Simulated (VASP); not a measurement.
# ZnS (P6_3mc) in VASP: further runs, part 2 of 2

VASP 6.6.1.

## Step 3: Single point, PBE

Contents of INCAR:

```
SYSTEM = ZnS
ALGO     = Normal         ! electronic algorithm
EDIFF    = 1E-6           ! SCF threshold, eV
ENCUT    = 500            ! plane-wave cutoff, eV
GGA      = PE             ! functional
GGA_COMPAT= .FALSE.      
ISIF     = 2              ! what is computed and relaxed
ISMEAR   = 0              ! smearing method
LASPH    = .TRUE.         ! aspherical terms in the spheres
LCHARG   = .TRUE.         ! write CHGCAR
LELF     = .TRUE.         ! ELF
LREAL    = .FALSE.        ! projectors in reciprocal space
LVHAR    = .TRUE.       
LWAVE    = .FALSE.        ! write WAVECAR
NBANDS   = 26             ! bands
NELM     = 120            ! most SCF steps
PREC     = Accurate       ! precision mode
SIGMA    = 0.02           ! smearing width, eV
```

Contents of KPOINTS:

```
k-points
0
G
  12 12 6
  0 0 0
```

Contents of POSCAR:

```
ZnS
1.0
    3.8110000000      0.0000000000      0.0000000000
   -1.9055000000      3.3004228138      0.0000000000
    0.0000000000      0.0000000000      6.2340000000
Zn S
2 2
Direct
    0.3333333333      0.6666666667      0.0000000000
    0.6666666667      0.3333333333      0.5000000000
    0.3333333333      0.6666666667      0.3850000000
    0.6666666667      0.3333333333      0.8850000000
```

Potentials or basis: VASP PAW PBE potentials, release 64 (Zn, S).

On the command line:

```bash
cat potpaw_PBE.64/Zn/POTCAR potpaw_PBE.64/S/POTCAR > POTCAR
mpirun -np 1 vasp_std > vasp.out
```

OUTCAR:

```text
SYSTEM = ZnS
   EDIFF = 1E-6
   ENCUT = 500
   GGA = PE
   ISIF = 2
   ISMEAR = 0
   LASPH = .TRUE.
   LREAL = .FALSE.
   NELM = 120
   PREC = Accurate

 ion  position               nearest neighbor table
   1  0.333  0.667  0.000-   4 2.31   4 2.31   4 2.31   3 2.40
   2  0.667  0.333  0.500-   3 2.31   3 2.31   3 2.31   4 2.40
   3  0.333  0.667  0.385-   2 2.31   2 2.31   2 2.31   1 2.40
   4  0.667  0.333  0.885-   1 2.31   1 2.31   1 2.31   2 2.40

  LATTYP: Found a hexagonal cell.
 ALAT       =     3.8110000000
 C/A-ratio  =     1.6357911309

  Lattice vectors:

 A1 = (   3.8110000000,   0.0000000000,   0.0000000000)
 A2 = (  -1.9055000000,   3.3004228138,   0.0000000000)
 A3 = (   0.0000000000,   0.0000000000,   6.2340000000)

Analysis of symmetry for initial positions (statically):
=====================================================================
 Subroutine PRICEL returns:
 Original cell was already a primitive cell.

 Routine SETGRP: Setting up the symmetry group for a
 hexagonal supercell.
[... 170 lines left out ...]
  free energy    TOTEN  =       -13.65368369 eV

  energy without entropy =      -13.65368369  energy(sigma->0) =      -13.65368369

 E-fermi :   2.2637     XC(G=0):  -9.6513

 val. band max:        2.1624246020   @ k =   0.0000   0.0000   0.0000
 cond. band min:       4.4155892426   @ k =   0.0000   0.0000   0.0000
 fundamental gap:      2.2531646406
 Fermi energy:         2.2637349181

 k-point     1 :       0.0000    0.0000    0.0000
  band No.  band energies     occupation
      1     -11.0313      2.00000
      2     -10.1083      2.00000
      3      -4.2065      2.00000
      4      -4.2064      2.00000
      5      -4.1422      2.00000
      6      -4.1422      2.00000
[... 685 lines left out ...]
     25      10.9531      0.00000
     26      11.9656      0.00000

 [... further k-points ...]

------------------------ aborting loop because EDIFF is reached ----------------------------------------

  FORCE on cell =-STRESS in cart. coord.  units (eV):
  Direction    XX          YY          ZZ          XY          YZ          ZX
  --------------------------------------------------------------------------------------
  -------------------------------------------------------------------------------------
  Total        1.5511384      1.5511384      0.5454238      0.0000000     -0.0000000      0.0000000
  in kB       31.6946377     31.6946377     11.1447238      0.0000000     -0.0000000      0.0000000
  external PRESSURE =      24.8446664 kB  Pullay stress =       0.0000000 kB

 VOLUME and BASIS-vectors are now :
 -----------------------------------------------------------------------------
  energy-cutoff  :      500.00
  volume of cell :       78.41
      direct lattice vectors                 reciprocal lattice vectors
     3.811000000  0.000000000  0.000000000     0.262398321  0.151495741  0.000000000
    -1.905500000  3.300422814  0.000000000     0.000000000  0.302991482  0.000000000
     0.000000000  0.000000000  6.234000000     0.000000000  0.000000000  0.160410651

 POSITION                                       TOTAL-FORCE (eV/Angst)
 -----------------------------------------------------------------------------------
     -0.00000      2.20028      0.00000        -0.000000      0.000000      0.322520
      1.90550      1.10014      3.11700         0.000000      0.000000      0.322520
     -0.00000      2.20028      2.40009         0.000000      0.000000     -0.322520
      1.90550      1.10014      5.51709         0.000000      0.000000     -0.322520
 -----------------------------------------------------------------------------------
    total drift:                               -0.000000     -0.000000      0.000360

  FREE ENERGIE OF THE ION-ELECTRON SYSTEM (eV)
  ---------------------------------------------------
  free  energy   TOTEN  =       -13.6536836889 eV

  energy  without entropy=      -13.6536836889  energy(sigma->0) =      -13.65368369
```

OSZICAR:

```text
N       E                     dE             d eps       ncg     rms          rms(c)
DAV:   1     0.242165494573E+03    0.24217E+03   -0.16760E+04  3952   0.163E+03
DAV:   2     0.928880761692E+01   -0.23288E+03   -0.22317E+03  4076   0.346E+02
DAV:   3    -0.139559250691E+02   -0.23245E+02   -0.23016E+02  4752   0.110E+02
DAV:   4    -0.145041741555E+02   -0.54825E+00   -0.54708E+00  4574   0.169E+01
DAV:   5    -0.145127209967E+02   -0.85468E-02   -0.85446E-02  4774   0.209E+00    0.992E+00
DAV:   6    -0.136639319395E+02    0.84879E+00   -0.16496E+00  5946   0.372E+01    0.762E+00
DAV:   7    -0.136594222879E+02    0.45097E-02   -0.12422E+00  4174   0.655E+00    0.346E+00
DAV:   8    -0.136528507917E+02    0.65715E-02   -0.34679E-02  4856   0.174E+00    0.977E-01
DAV:   9    -0.136533191511E+02   -0.46836E-03   -0.92196E-03  5314   0.129E+00    0.231E-01
DAV:  10    -0.136534635168E+02   -0.14437E-03   -0.58855E-04  4578   0.336E-01    0.936E-02
DAV:  11    -0.136536800298E+02   -0.21651E-03   -0.33361E-04  4084   0.124E-01    0.525E-02
DAV:  12    -0.136536802007E+02   -0.17090E-06   -0.15485E-05  4842   0.437E-02    0.108E-02
DAV:  13    -0.136536836175E+02   -0.34168E-05   -0.59828E-06  4074   0.181E-02    0.245E-03
DAV:  14    -0.136536836889E+02   -0.71386E-07   -0.59995E-07  3246   0.161E-02
   1 F= -.13653684E+02 E0= -.13653684E+02  d E =-.946728E-16
```

stdout:

```text
POSCAR found type information on POSCAR ZnS
 POSCAR found :  2 types and       4 ions
 scaLAPACK will be used
 LDA part: xc-table for (Slater+PW92), standard interpolation
 POSCAR, INCAR and KPOINTS ok, starting setup
 FFT: planning ... GRIDC
 FFT: planning ... GRID_SOFT
 FFT: planning ... GRID
 WAVECAR not read
 entering main loop
```

Run time: 94 s. Hardware: 1 thread of Intel Xeon Platinum 8259CL at 2.50GHz (Skylake/Cascade Lake), shared host; peak memory 0.26 GiB.

Results:

```yaml
Free_energy: -13.6537 eV
Pressure: 2.5 GPa
Largest_force: 0.323 eV/Å
Band_gap_on_the_k_mesh: 2.25 eV
```

Forces on the atoms (eV/Å):
```
Zn   0.000  0.000  0.323
Zn   0.000  0.000  0.323
S    0.000  0.000 -0.323
S    0.000  0.000 -0.323
```

Stress tensor (GPa, compression positive):
```
3.17 0.00 0.00
0.00 3.17 0.00
0.00 0.00 1.11
```
